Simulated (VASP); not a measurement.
A run of VASP 6.6.1 is set up as follows.

POSCAR

```
KI
1.0
   -0.2541160140      3.4684457842      3.4684457842
    3.4684457842     -0.2541160140      3.4684457842
    3.4684457842      3.4684457842     -0.2541160140
K I
1 1
Direct
    0.0000000000      0.0000000000      0.0000000000
    0.5000000000      0.5000000000      0.5000000000
```

File INCAR.step1:

```
SYSTEM = KI
PREC     = Accurate       ! precision mode
ENCUT    = 520            ! plane-wave cutoff, eV
ISMEAR   = 0              ! smearing method
SIGMA    = 0.01           ! smearing width, eV
LREAL    = .FALSE.        ! projectors in reciprocal space
LASPH    = .TRUE.         ! aspherical terms in the spheres
NELM     = 80             ! most SCF steps
NBANDS   = 15             ! bands
GGA      = PE             ! functional
ALGO     = Normal         ! electronic algorithm
EDIFF    = 1E-4           ! SCF threshold, eV
LWAVE    = .TRUE.         ! write WAVECAR
LCHARG   = .FALSE.        ! write CHGCAR
```

File INCAR.step2:

```
SYSTEM = KI
PREC     = Accurate       ! precision mode
ENCUT    = 520            ! plane-wave cutoff, eV
EDIFF    = 1E-6           ! SCF threshold, eV
ISMEAR   = 0              ! smearing method
SIGMA    = 0.01           ! smearing width, eV
LREAL    = .FALSE.        ! projectors in reciprocal space
LASPH    = .TRUE.         ! aspherical terms in the spheres
NELM     = 80             ! most SCF steps
ALGO     = Normal         ! electronic algorithm
ISIF     = 2              ! what is computed and relaxed
LWAVE    = .FALSE.        ! write WAVECAR
LCHARG   = .FALSE.        ! write CHGCAR
METAGGA  = R2SCAN         ! meta-GGA
LMIXTAU  = .TRUE.       
NBANDS   = 15             ! bands
ISTART   = 1
```

File KPOINTS:

```
Automatic mesh
0
G
  6 6 6
  0 0 0
```

Potentials or basis: VASP PAW PBE potentials, release 64 (K_sv, I).

The run is started by

```sh
$ cat potpaw_PBE.64/K_sv/POTCAR potpaw_PBE.64/I/POTCAR > POTCAR
$ cp INCAR.step1 INCAR
$ mpirun -np 1 vasp_std > vasp.out
$ cp INCAR.step2 INCAR
$ mpirun -np 1 vasp_std > vasp.out
```

Problem. Predict the pressure.

Solution. -0.5 GPa.

Problem. Estimate the band gap on the k mesh.

Solution. 4.28 eV.

Stress tensor (GPa, compression positive):
```
-0.48  0.24  0.24
 0.24 -0.48  0.24
 0.24  0.24 -0.48
```

Caveat: the cell differs from its parent crystal (epitaxial 111 strain +5.0%); the PAW data sets were made with another functional, which shifts forces and pressure a little; spin-orbit coupling is left out, which moves the levels of the heavy elements.
